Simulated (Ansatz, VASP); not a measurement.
**One calculation of Mo, two programs**

Contents of INCAR:

```
SYSTEM = Mo
PREC     = Accurate       ! precision mode
ENCUT    = 520            ! plane-wave cutoff, eV
EDIFF    = 1E-6           ! SCF threshold, eV
ISMEAR   = 0              ! smearing method
SIGMA    = 0.15           ! smearing width, eV
LREAL    = .FALSE.        ! projectors in reciprocal space
LASPH    = .TRUE.         ! aspherical terms in the spheres
NELM     = 60             ! most SCF steps
ALGO     = Fast           ! electronic algorithm
ISIF     = 2              ! what is computed and relaxed
LWAVE    = .FALSE.        ! write WAVECAR
LCHARG   = .FALSE.        ! write CHGCAR
GGA      = PE             ! functional
NBANDS   = 36             ! bands
```

File KPOINTS:

```
Automatic mesh
0
G
  23 23 7
  0 0 0
```

Contents of POSCAR:

```
Mo
1.0
   -1.5802194352      1.5802194352     -1.5802194352
   -1.5802194352     -1.5802194352      1.5802194352
    0.0000000000      6.6744311312      6.6744311312
Mo
4
Direct
    0.0000000000      0.0000000000      0.8286500998
    0.5000000000      0.5000000000      0.1183785857
    0.0000000000      0.0000000000      0.3551357571
    0.5000000000      0.5000000000      0.5918929284
```

Input for Ansatz:

```yaml
crystal:
  lattice:
    - [-1.5802194352, 1.5802194352, -1.5802194352]
    - [-1.5802194352, -1.5802194352, 1.5802194352]
    - [0.0, 6.6744311312, 6.6744311312]
  atoms:
    - { symbol: Mo, position: [0.0, 0.0, 0.8286500998] }
    - { symbol: Mo, position: [0.5, 0.5, 0.1183785857] }
    - { symbol: Mo, position: [0.0, 0.0, 0.3551357571] }
    - { symbol: Mo, position: [0.5, 0.5, 0.5918929284] }
basis:
  ecutwfc: 420
kpoints:
  mp_grid: { grid: [23, 23, 7] }
hamiltonian:
  xc: pbe
scf:
  occupations: { method: gaussian, width: 0.15 }
output:
  forces: true
  stress: true
  eigenvalues: true
```

Alike in both runs: task single point; functional PBE; k mesh 23 × 23 × 7; occupations gaussian, width 0.15 eV; no spin polarisation.

```csv
,VASP,Ansatz
version,VASP 6.6.1,Ansatz 0.2.0
potentials or method,"VASP PAW PBE potentials, release 64 (Mo_sv), cutoff 520 eV","scalar-relativistic, plane waves, PAW"
valence electrons in the cell,56,56
```

|  | VASP | Ansatz | Ansatz less VASP |
| --- | --- | --- | --- |
| gap on the k mesh at the Fermi level (eV) | none | none | - |
| pressure (GPa) | -7.9 | -8.3 | -0.43 |
| traceless stress, the component that is largest in VASP (GPa) | -3.25 | -3.23 | +0.014 |
| rms of the force components (eV/Å) | 0.563 | 0.558 | -0.0052 |

Atom by atom the forces differ by 0.005 eV/Å (rms over components). A gap of «none» marks a metal or a gap that the smearing closes.
